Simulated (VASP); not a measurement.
# Ni (Im-3m) in VASP: a series of runs

Runs on Ni. Level: LDA. Tasks: density of states.

All numbers are computed with VASP 6.6.1; they aren't measurements. Logs are shortened: lines on timing, memory, paths and dates and some standing lists are left out, and cuts for length are marked.

## 1. The cell of the first run

The structure is cubic, space group Im-3m (No. 229). Conventional cell: a = 2.055 Å, b = 2.055 Å, c = 2.055 Å, α = 90.00°, β = 90.00°, γ = 90.00°. Within 2.4 Å of Ni (site symmetry m-3m) lie 14 Ni at 1.78 to 2.05 Å.

## 2. Density of states, LDA, collinear spin, ferromagnetic start (volume scaled by 0.43)

Input file POSCAR:

```
Ni
1.0
   -1.0272621158      1.0272621158      1.0272621158
    1.0272621158     -1.0272621158      1.0272621158
    1.0272621158      1.0272621158     -1.0272621158
Ni
1
Direct
    0.0000000000      0.0000000000      0.0000000000
```

Input file INCAR.step1:

```
ALGO = Normal ; EDIFF = 1E-7
ENCUT = 520 ; GGA = CA
ISIF = 2 ; ISMEAR = -1
ISPIN = 2 ; LASPH = T
LCHARG = T ; LMAXMIX = 4
LREAL = F ; LWAVE = F
MAGMOM = 1 ; NBANDS = 15
NELM = 150 ; PREC = Accurate
SIGMA = 0.1
```

Input file KPOINTS.step1:

```
k-points
0
Gamma
  22 22 22
```

Input file INCAR.step2:

```
ALGO = Normal ; EDIFF = 1E-7
ENCUT = 520 ; GGA = CA
ICHARG = 11 ; ISIF = 2
ISMEAR = -5 ; ISPIN = 2
LASPH = T ; LCHARG = F
LMAXMIX = 4 ; LORBIT = 11
LREAL = F ; LWAVE = F
MAGMOM = 1 ; NBANDS = 15
NEDOS = 1001 ; NELM = 150
PREC = Accurate ; SIGMA = 0.1
```

Input file KPOINTS.step2:

```
k-points
0
Gamma
  33 33 33
```

Potentials or basis: VASP PAW LDA potentials, release 64 (Ni).

Launch:

```sh
$ cat potpaw_LDA.64/Ni/POTCAR > POTCAR
$ cp INCAR.step1 INCAR
$ cp KPOINTS.step1 KPOINTS
$ mpirun -np 1 vasp_std > vasp.out
$ cp INCAR.step2 INCAR
$ cp KPOINTS.step2 KPOINTS
$ mpirun -np 1 vasp_std > vasp.out
```

OUTCAR:

```text
EDIFF = 1E-7
   ENCUT = 520
   GGA = CA
   ICHARG = 11
   ISIF = 2
   ISMEAR = -5
   ISPIN = 2
   LASPH = T
   LORBIT = 11
   LREAL = F
   NELM = 150
   PREC = Accurate

 ion  position               nearest neighbor table
   1  0.000  0.000  0.000-

  LATTYP: Found a body centered cubic cell.
 ALAT       =     2.0545242316

  Lattice vectors:

 A1 = (  -1.0272621158,   1.0272621158,   1.0272621158)
 A2 = (   1.0272621158,  -1.0272621158,   1.0272621158)
 A3 = (   1.0272621158,   1.0272621158,  -1.0272621158)

Analysis of symmetry for initial positions (statically):
=====================================================================
 Subroutine PRICEL returns:
 Original cell was already a primitive cell.

 Routine SETGRP: Setting up the symmetry group for a
 body centered cubic supercell.

 Subroutine GETGRP returns: Found 48 space group operations
[... 9 lines left out ...]

 Routine SETGRP: Setting up the symmetry group for a
 body centered cubic supercell.

 Subroutine GETGRP returns: Found 48 space group operations
 (whereof 48 operations were pure point group operations)
 out of a pool of 48 trial point group operations.

The dynamic configuration has the point symmetry O_h .

Analysis of structural, dynamic, and magnetic symmetry:
=====================================================================
 Subroutine PRICEL returns:
 Original cell was already a primitive cell.

 Routine SETGRP: Setting up the symmetry group for a
 body centered cubic supercell.

 Subroutine GETGRP returns: Found 48 space group operations
 (whereof 48 operations were pure point group operations)
 out of a pool of 48 trial point group operations.

The overall configuration has the point symmetry O_h .

 Subroutine INISYM returns: Found 48 space group operations
[... 5 lines left out ...]
                                     Primitive cell

  volume of cell :       4.3361

  direct lattice vectors                    reciprocal lattice vectors
    -1.027262116  1.027262116  1.027262116     0.000000000  0.486730692  0.486730692
     1.027262116 -1.027262116  1.027262116     0.486730692  0.000000000  0.486730692
     1.027262116  1.027262116 -1.027262116     0.486730692  0.486730692  0.000000000

  length of vectors
     1.779270177  1.779270177  1.779270177     0.688341145  0.688341145  0.688341145

  position of ions in fractional coordinates (direct lattice)
     0.000000000  0.000000000  0.000000000

  ion indices of the primitive-cell ions
   primitive index   ion index
                 1           1

----------------------------------------------------------------------------------------

 KPOINTS: k-points

Automatic generation of k-mesh.
 Grid dimensions read from file:
 generate k-points for:   33   33   33

 Generating k-lattice:

  Cartesian coordinates                     Fractional coordinates (reciprocal lattice)
     0.000000000  0.014749415  0.014749415     0.030303030  0.000000000  0.000000000
     0.014749415  0.000000000  0.014749415     0.000000000  0.030303030  0.000000000
     0.014749415  0.014749415  0.000000000     0.000000000  0.000000000  0.030303030

  Length of vectors
     0.020858823  0.020858823  0.020858823

  Shift w.r.t. Gamma in fractional coordinates (k-lattice)
     0.000000000  0.000000000  0.000000000

 TETIRR: Found  43590 inequivalent tetrahedra from   215622

 Subroutine IBZKPT returns following result:
 ===========================================

 Found    969 irreducible k-points:

 Following reciprocal coordinates:
            Coordinates               Weight
  0.000000  0.000000  0.000000      1.000000
  0.030303  0.000000  0.000000     12.000000
  0.060606  0.000000  0.000000     12.000000
  0.090909  0.000000  0.000000     12.000000
  0.121212  0.000000  0.000000     12.000000
  0.151515  0.000000  0.000000     12.000000
[... 16 lines left out ...]
  0.181818  0.030303  0.000000     48.000000
  0.212121  0.030303  0.000000     48.000000
 [... further k-points ...]
   k-points           NKPTS =    969   k-points in BZ     NKDIM =    969   number of bands    NBANDS=     15
   number of dos      NEDOS =   1001   number of ions     NIONS =      1
   total plane-waves  NPLWV =   2744
   dimension x,y,z NGX =    14 NGY =   14 NGZ =   14
   dimension x,y,z NGXF=    28 NGYF=   28 NGZF=   28
   ions per type =               1
   NGX,Y,Z   is equivalent  to a cutoff of  13.08, 13.08, 13.08 a.u.
   NGXF,Y,Z  is equivalent  to a cutoff of  26.16, 26.16, 26.16 a.u.
 SYSTEM =  unknown system
   PREC   = accura    normal or accurate (medium, high low for compatibility)
   ISTART =      0    job   : 0-new  1-cont  2-samecut
   ICHARG =     11    charge: 1-file 2-atom 10-const
   ISPIN  =      2    spin polarized calculation?
   LNONCOLLINEAR =      F non collinear calculations
   LSORBIT =      F    spin-orbit coupling
   LASPH  =      T    aspherical Exc in radial PAW
   ENCUT  =  520.0 eV  38.22 Ry    6.18 a.u.   3.31  3.31  3.31*2*pi/ulx,y,z
   NELM   =    150;   NELMIN=  2; NELMDL=  0     # of ELM steps
   EDIFF  = 0.1E-06   stopping-criterion for ELM
   LREAL  =      F    real-space projection
   EDIFFG = 0.1E-05   stopping-criterion for IOM
   NSW    =      0    number of steps for IOM
   IBRION =     -1    ionic relax: 0-MD 1-quasi-New 2-CG
   NFREE  =      0    steps in history (QN), initial steepest desc. (CG)
   ISIF   =      2    stress and relaxation
   ISYM   =      2    0-nonsym 1-usesym 2-fastsym
   POTIM  = 0.5000    time-step for ionic-motion
   TEBEG  =    0.0;   TEEND  =   0.0 temperature during run
   PSTRESS=    0.0 pullay stress
   NELECT =      10.0000    total number of electrons
   NUPDOWN=      -1.0000    fix difference up-down
   EMIN   =  10.00;   EMAX   =-10.00  energy-range for DOS
   EFERMI =   0.00;   METHOD = LEGACY
   ISMEAR =    -5;   SIGMA  =   0.10  broadening in eV -4-tet -1-fermi 0-gaus
   EFERMI_NEDOS =   21; number of points for ismear=-14 and -15
   IALGO  =     38    algorithm
   IMIX   =      4    mixing-type and parameters
     AMIX     =   0.40;   BMIX     =  1.00
     AMIX_MAG =   1.60;   BMIX_MAG =  1.00
  volume/ion in A,a.u.               =       4.34        29.26
  Fermi-wavevector in a.u.,A,eV,Ry     =   2.162919  4.087324 63.651020  4.678218
  Thomas-Fermi vector in A             =   3.135985
   LORBIT       =     11    0 simple, 1 ext, 2 COOP (PROOUT), +10 PAW based schemes
   GGA     = CA    functional components
   LHFCALC =     F    Hartree Fock is set to
   AEXX    =    0.0000 exact exchange contribution
   IVDW    =     0    specifies the selected vdW correction
   LEPSILON=     F    determine dielectric tensor
   LRPA    =     F    only Hartree local field effects (RPA)
 spin polarized calculation
 Fermi weights with tetrahedron method with Bloechl corrections
  energy-cutoff  :      520.00
  volume of cell :        4.34
 maximum number of plane-waves:       135
 NGX is ok and might be reduce to    14

 number of electron       9.9999989 magnetization      -0.0000003

 Free energy of the ion-electron system (eV)
  ---------------------------------------------------
  ext. energy  EPLUGINS =         0.00000000
  ---------------------------------------------------
  free energy    TOTEN  =         5.77582816 eV

  energy without entropy =        5.77582816  energy(sigma->0) =        5.77582816

 E-fermi :  31.3812     XC(G=0): -19.9402

 val. band max:       31.4968938982   @ k =  -0.4545  -0.4545   0.3636
 cond. band min:      31.2799776709   @ k =  -0.3636   0.3636   0.0606
 fundamental gap:     -0.2169162274
 Fermi energy:        31.3811771252

 spin component 1

 k-point     1 :       0.0000    0.0000    0.0000
  band No.  band energies     occupation
      1      15.3288      1.00000
      2      24.2374      1.00000
      3      24.2374      1.00000
      4      24.2374      1.00000
      5      28.8002      1.00000
      6      28.8002      1.00000
      7      65.3070      0.00000
      8      65.3070      0.00000
      9      65.3070      0.00000
     10      74.3884      0.00000
     11      82.6070      0.00000
     12      82.6070      0.00000
     13      91.4882      0.00000
     14      91.4882      0.00000
     15      91.4882      0.00000
[... 397 lines left out ...]
 k-point    24 :       0.2121    0.0303    0.0000
  band No.  band energies     occupation
      1      18.4802      1.00000
      2      22.4682      1.00000
      3      24.0417      1.00000
      4      27.5722      1.00000
      5      27.9577      1.00000
      6      29.1162      1.00000
      7      60.8505      0.00000
      8      63.1813      0.00000
      9      69.7906      0.00000
     10      74.2257      0.00000
     11      79.9913      0.00000
     12      80.2479      0.00000
     13      85.1200      0.00000
     14      89.6953      0.00000
     15     100.3061      0.00000

 [... further k-points ...]

 spin component 2

 k-point     1 :       0.0000    0.0000    0.0000
  band No.  band energies     occupation
      1      15.3288      1.00000
      2      24.2374      1.00000
      3      24.2374      1.00000
      4      24.2374      1.00000
      5      28.8002      1.00000
      6      28.8002      1.00000
      7      65.3070      0.00000
      8      65.3070      0.00000
      9      65.3070      0.00000
     10      74.3884      0.00000
     11      82.6070      0.00000
     12      82.6070      0.00000
     13      91.4882      0.00000
     14      91.4882      0.00000
     15      91.4882      0.00000
[... 397 lines left out ...]
 k-point    24 :       0.2121    0.0303    0.0000
  band No.  band energies     occupation
      1      18.4802      1.00000
      2      22.4682      1.00000
      3      24.0417      1.00000
      4      27.5722      1.00000
      5      27.9577      1.00000
      6      29.1162      1.00000
      7      60.8505      0.00000
      8      63.1813      0.00000
      9      69.7906      0.00000
     10      74.2257      0.00000
     11      79.9913      0.00000
     12      80.2479      0.00000
     13      85.1200      0.00000
     14      89.6953      0.00000
     15     100.3061      0.00000

 [... further k-points ...]
[... 5 lines left out ...]
  --------------------------------------------------------------------------------------
  -------------------------------------------------------------------------------------
  Total       39.8521542     39.8521542     39.8521542      0.0000000     -0.0000000      0.0000000
  in kB    14725.1109855  14725.1109855  14725.1109855      0.0000000     -0.0000000      0.0000000
  external PRESSURE =   14725.1109855 kB  Pullay stress =       0.0000000 kB

 VOLUME and BASIS-vectors are now :
 -----------------------------------------------------------------------------
  energy-cutoff  :      520.00
  volume of cell :        4.34
      direct lattice vectors                 reciprocal lattice vectors
    -1.027262116  1.027262116  1.027262116     0.000000000  0.486730692  0.486730692
     1.027262116 -1.027262116  1.027262116     0.486730692  0.000000000  0.486730692
     1.027262116  1.027262116 -1.027262116     0.486730692  0.486730692  0.000000000

 POSITION                                       TOTAL-FORCE (eV/Angst)
 -----------------------------------------------------------------------------------
      0.00000      0.00000      0.00000         0.000000      0.000000      0.000000
 -----------------------------------------------------------------------------------
    total drift:                                0.000000     -0.000000     -0.000000

  FREE ENERGIE OF THE ION-ELECTRON SYSTEM (eV)
  ---------------------------------------------------
  free  energy   TOTEN  =         5.7758281598 eV

  energy  without entropy=        5.7758281598  energy(sigma->0) =        5.77582816

 total charge

# of ion       s       p       d       tot
------------------------------------------
    1        1.169   1.949  10.043  13.162

 magnetization (x)

# of ion       s       p       d       tot
------------------------------------------
    1        0.000   0.000  -0.000  -0.000
```

Run time: 89 s. Hardware: 1 thread of Intel Xeon Platinum 8488C (Sapphire Rapids), shared host; peak memory 0.43 GiB.

Results:

| Item | Value |
| --- | --- |
| Net moment | 0.00 μB per cell |

Levels at points of the mesh, in eV from the Fermi level:
Spin up:
```tsv
k point	band 3	band 4	band 5	band 6	band 7	band 8
(0.00, 0.00, 0.00)	-7.14	-7.14	-2.58	-2.58	33.93	33.93
```
Spin down:
```
           k point  band 3  band 4  band 5  band 6  band 7  band 8
(0.00, 0.00, 0.00)   -7.14   -7.14   -2.58   -2.58   33.93   33.93
```

Caveat: the cell differs from its parent crystal (volume scaled by 0.43); tetrahedron occupations give inexact forces and stress in metals.

## 3. Density of states, LDA, collinear spin, ferromagnetic start

This run uses another cell than the first one, of 10.08 Å³/atom, 2.326 times its volume.

Input file POSCAR:

```
Ni
1.0
   -1.3610010292      1.3610010292      1.3610010292
    1.3610010292     -1.3610010292      1.3610010292
    1.3610010292      1.3610010292     -1.3610010292
Ni
1
Direct
    0.0000000000      0.0000000000      0.0000000000
```

Input file INCAR.step1:

```
  PREC = Accurate
  ENCUT = 520
  EDIFF = 1E-6
  ISMEAR = -1
  SIGMA = 0.1
  LREAL = F
  LASPH = T
  NELM = 150
  ALGO = Normal
  ISIF = 2
  LWAVE = F
  LCHARG = T
  ISPIN = 2
  MAGMOM = 1
  LMAXMIX = 4
  GGA = CA
  NBANDS = 15
```

Input file KPOINTS.step1:

```
Automatic mesh
0
Gamma
  22 22 22
```

Input file INCAR.step2:

```
  PREC = Accurate
  ENCUT = 520
  EDIFF = 1E-6
  ISMEAR = -5
  SIGMA = 0.1
  LREAL = F
  LASPH = T
  NELM = 150
  ALGO = Normal
  ISIF = 2
  LWAVE = F
  LCHARG = F
  ISPIN = 2
  MAGMOM = 1
  LORBIT = 11
  LMAXMIX = 4
  GGA = CA
  NBANDS = 15
  NEDOS = 2001
  ICHARG = 11
```

Input file KPOINTS.step2:

```
Automatic mesh
0
Gamma
  33 33 33
```

Potentials or basis: VASP PAW LDA potentials, release 64 (Ni).

Launch:

```sh
$ cat potpaw_LDA.64/Ni/POTCAR > POTCAR
$ cp INCAR.step1 INCAR
$ cp KPOINTS.step1 KPOINTS
$ mpirun -np 1 vasp_std > vasp.out
$ cp INCAR.step2 INCAR
$ cp KPOINTS.step2 KPOINTS
$ mpirun -np 1 vasp_std > vasp.out
```

OUTCAR:

```text
PREC = Accurate
   ENCUT = 520
   EDIFF = 1E-6
   ISMEAR = -5
   LREAL = F
   LASPH = T
   NELM = 150
   ISIF = 2
   ISPIN = 2
   LORBIT = 11
   GGA = CA
   ICHARG = 11

 ion  position               nearest neighbor table
   1  0.000  0.000  0.000-

  LATTYP: Found a body centered cubic cell.
 ALAT       =     2.7220020584

  Lattice vectors:

 A1 = (  -1.3610010292,   1.3610010292,   1.3610010292)
 A2 = (   1.3610010292,  -1.3610010292,   1.3610010292)
 A3 = (   1.3610010292,   1.3610010292,  -1.3610010292)

Analysis of symmetry for initial positions (statically):
=====================================================================
 Subroutine PRICEL returns:
 Original cell was already a primitive cell.

 Routine SETGRP: Setting up the symmetry group for a
 body centered cubic supercell.

 Subroutine GETGRP returns: Found 48 space group operations
[... 9 lines left out ...]

 Routine SETGRP: Setting up the symmetry group for a
 body centered cubic supercell.

 Subroutine GETGRP returns: Found 48 space group operations
 (whereof 48 operations were pure point group operations)
 out of a pool of 48 trial point group operations.

The dynamic configuration has the point symmetry O_h .

[... 611 lines left out ...]
      5       9.4142      1.00000
      6       9.4142      1.00000
      7      37.3265      0.00000
      8      37.3265      0.00000
      9      37.3265      0.00000
     10      42.7972      0.00000
     11      42.7972      0.00000
     12      44.3649      0.00000
     13      44.3649      0.00000
     14      44.3649      0.00000
[... 403 lines left out ...]
      4       8.9171      1.00000
      5       9.1602      1.00000
      6       9.4772      1.00000
      7      27.8842      0.00000
      8      33.1609      0.00000
      9      35.5164      0.00000
     10      36.5353      0.00000
     11      39.7852      0.00000
     12      42.5817      0.00000
     13      46.8964      0.00000
     14      50.2445      0.00000
     15      54.2732      0.00000

 [... further k-points ...]
[... 5 lines left out ...]
  --------------------------------------------------------------------------------------
  -------------------------------------------------------------------------------------
  Total       -0.1508564     -0.1508564     -0.1508564     -0.0000000     -0.0000000      0.0000000
  in kB      -23.9683908    -23.9683908    -23.9683908     -0.0000000     -0.0000000      0.0000000
  external PRESSURE =     -23.9683908 kB  Pullay stress =       0.0000000 kB

 VOLUME and BASIS-vectors are now :
 -----------------------------------------------------------------------------
  energy-cutoff  :      520.00
  volume of cell :       10.08
      direct lattice vectors                 reciprocal lattice vectors
    -1.361001029  1.361001029  1.361001029     0.000000000  0.367376651  0.367376651
     1.361001029 -1.361001029  1.361001029     0.367376651  0.000000000  0.367376651
     1.361001029  1.361001029 -1.361001029     0.367376651  0.367376651  0.000000000

 POSITION                                       TOTAL-FORCE (eV/Angst)
 -----------------------------------------------------------------------------------
      0.00000      0.00000      0.00000        -0.000000      0.000000     -0.000000
 -----------------------------------------------------------------------------------
    total drift:                               -0.000000     -0.000000      0.000000

  FREE ENERGIE OF THE ION-ELECTRON SYSTEM (eV)
  ---------------------------------------------------
  free  energy   TOTEN  =        -6.4805542332 eV

  energy  without entropy=       -6.4805542332  energy(sigma->0) =       -6.48055423

 total charge

# of ion       s       p       d       tot
------------------------------------------
    1        0.525   0.557   8.386   9.468

 magnetization (x)

# of ion       s       p       d       tot
------------------------------------------
    1       -0.000  -0.001   0.073   0.071
```

Run time: 2.5 min. Hardware: 1 thread of Intel Xeon 6975P-C (Granite Rapids), shared host; peak memory 0.52 GiB.

What came out:

```
Net moment                                            : 0.07 μB per cell
Site moments                                          : Ni +0.07 μB
Valence electrons inside the program's atomic spheres : Ni 9.47
```

Caveat: tetrahedron occupations give inexact forces and stress in metals.
